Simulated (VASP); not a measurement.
Runs of VASP 6.6.1 on W. The structure is that of space group Im-3m (No. 229), or close to it. The cells are those of the table. 

```tsv
task	level	cell	gap on the mesh (eV)	pressure (GPa)	relaxed volume (Å³/atom)
relaxation of cell and atoms	PBE+D3(BJ)	relaxed from a = 2.741 Å, angles 109.5°, 1 atom	none	0.0	(a)
relaxation of cell and atoms	PBE+D4	relaxed from a = 2.741 Å, angles 109.5°, 1 atom	none	0.0	15.82
relaxation of cell and atoms	PBE	relaxed from a = 2.741 Å, angles 109.5°, 1 atom	none	0.0	16.17
single point	PBEsol	a = 2.732 Å, angles 109.5°, 1 atom	none	0.6	-
relaxation of cell and atoms	PBEsol	relaxed from a = 2.741 Å, angles 109.5°, 1 atom	none	0.0	15.73
single point	PBE+D4	a = 2.738 Å, angles 109.5°, 1 atom	none	0.5	-
single point	PBE	a = 2.758 Å, angles 109.5°, 1 atom	none	0.5	-
single point	PBE+D3(BJ)	a = 2.736 Å, angles 109.5°, 1 atom	none	0.6	-
```

Alike in all rows: potentials or basis VASP PAW PBE potentials, release 64 (W_sv); no spin polarisation; k mesh 15 × 15 × 15; cutoff (eV) 500; smearing fermi-dirac 0.15 eV.

Fill in the values left out.

(a) 15.80.

Caveats: spin-orbit coupling is left out, which moves the levels of the heavy elements; the PAW data sets were made with another functional, which shifts forces and pressure a little (at least some runs).

A k mesh can miss the band edges, and the runs leave out spin-orbit coupling on W.

A gap of «none» marks levels without a gap at the run's occupations.
